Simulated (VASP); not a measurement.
Here is a VASP 6.6.1 calculation.

POSCAR

```
Hg
1.0
   -1.9145272570      1.9145272570      1.9145272570
    1.9145272570     -1.9145272570      1.9145272570
    1.9145272570      1.9145272570     -1.9145272570
Hg
1
Direct
    0.0000000000      0.0000000000      0.0000000000
```

The input INCAR.step1:

```
SYSTEM = Hg
ALGO = Normal
EDIFF = 1E-4
ENCUT = 520
GGA = PE
GGA_COMPAT = .FALSE.
ISMEAR = 0
LASPH = .TRUE.
LCHARG = .FALSE.
LNONCOLLINEAR = .TRUE.
LREAL = .FALSE.
LSORBIT = .TRUE.
LWAVE = .TRUE.
MAGMOM = 0 0 0
NBANDS = 23
NELM = 150
PREC = Accurate
SIGMA = 0.05
```

INCAR.step2

```
SYSTEM = Hg
ALGO = Normal
EDIFF = 1E-7
ENCUT = 520
GGA_COMPAT = .FALSE.
ISIF = 2
ISMEAR = 0
ISTART = 1
LASPH = .TRUE.
LCHARG = .FALSE.
LMIXTAU = .TRUE.
LNONCOLLINEAR = .TRUE.
LORBIT = 11
LORBMOM = .TRUE.
LREAL = .FALSE.
LSORBIT = .TRUE.
LWAVE = .FALSE.
MAGMOM = 0 0 0
METAGGA = R2SCAN
NBANDS = 23
NELM = 150
PREC = Accurate
SIGMA = 0.05
```

KPOINTS

```
k-points
0
G
  8 8 8
  0 0 0
```

Potentials or basis: VASP PAW PBE potentials, release 64 (Hg).

Run with:

```bash
$ cat potpaw_PBE.64/Hg/POTCAR > POTCAR
$ cp INCAR.step1 INCAR
$ mpirun -np 1 vasp_ncl > vasp.out
$ cp INCAR.step2 INCAR
$ mpirun -np 1 vasp_ncl > vasp.out
```

**Question.** Estimate the pressure.

**Answer.** -1.4 GPa.

**Question.** What does it give for the net moment?

**Answer.** 0.00 μB per cell.

Moments on the atoms (μB; x, y, z):
```
Hg  0.00 0.00 0.00
```

Caveat: the PAW data sets were made with another functional, which shifts forces and pressure a little.
